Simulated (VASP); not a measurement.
Crystal: Au.

```xyz
2
Lattice="0.0000 2.8394 2.8394 2.8394 0.0000 2.8394 2.8394 2.8394 0.0000" Properties=species:S:1:pos:R:3 pbc="T T T"
Au    0.7099    0.7099    0.7099
Au    4.9690    4.9690    4.9690
```

This isn't the form of Au at room conditions, which is fcc.

| Item | Value |
| --- | --- |
| Program | VASP 6.6.1 |
| Task | relaxation of cell and atoms |
| Functional | LDA |
| Potentials or basis | VASP PAW LDA potentials, release 64 (Au) |
| Cutoff | 600 eV |
| k mesh | 10 × 10 × 10 |
| Occupations | fermi-dirac, width 0.1 eV |
| Spin | no spin polarisation |

At the start: pressure 17.2 GPa; volume 22.89 Å³/atom.

Problem. Where does the relaxation end?

Solution. Over 18 steps the energy falls by 163.2 meV/atom and the volume is 26.43 Å³/atom (+15.4 %); space group Fd-3m (No. 227, to 0.1 Å) before and after.

Step by step:
| step | energy change (eV) | largest force (eV/Å) | pressure (GPa) | volume (Å³) |
| --- | --- | --- | --- | --- |
| 1 | 0.0000 | 0.0000 | 17.19 | 45.78 |
| 2 | 0.0564 | 0.0000 | -8.79 | 64.06 |
| 3 | -0.3259 | 0.0000 | -0.46 | 53.20 |
| 4 | -0.3263 | 0.0000 | -0.11 | 52.96 |
| 5 | -0.3263 | 0.0000 | 0.11 | 52.81 |
| 6 | -0.3263 | 0.0000 | 0.11 | 52.82 |
| 7 | -0.3263 | 0.0000 | 0.11 | 52.82 |
| 8 | -0.3263 | 0.0000 | 0.11 | 52.82 |
| 9 | -0.3263 | 0.0000 | 0.11 | 52.82 |
| 10 | -0.3263 | 0.0000 | 0.11 | 52.82 |
| 11 | -0.3263 | 0.0000 | 0.11 | 52.82 |
| 12 | -0.3263 | 0.0000 | 0.11 | 52.82 |
| 13 | -0.3263 | 0.0000 | 0.11 | 52.82 |
| 14 | -0.3263 | 0.0000 | 0.10 | 52.82 |
| 15 | -0.3263 | 0.0000 | 0.10 | 52.82 |
| 16 | -0.3263 | 0.0000 | 0.09 | 52.83 |
| 17 | -0.3263 | 0.0000 | 0.08 | 52.84 |
| 18 | -0.3263 | 0.0000 | 0.06 | 52.86 |

Final structure:
```cif
data_structure
_symmetry_space_group_name_H-M 'P 1'
_symmetry_Int_Tables_number 1
_cell_length_a 4.2125
_cell_length_b 4.2125
_cell_length_c 4.2125
_cell_angle_alpha 60.000
_cell_angle_beta 60.000
_cell_angle_gamma 60.000
_cell_volume 52.86
loop_
_atom_site_label
_atom_site_type_symbol
_atom_site_fract_x
_atom_site_fract_y
_atom_site_fract_z
_atom_site_occupancy
Au1 Au 0.12500 0.12500 0.12500 1
Au2 Au 0.87500 0.87500 0.87500 1
```

Caveat: the volume moved by over 15 % at a fixed basis, so the end points are rough.
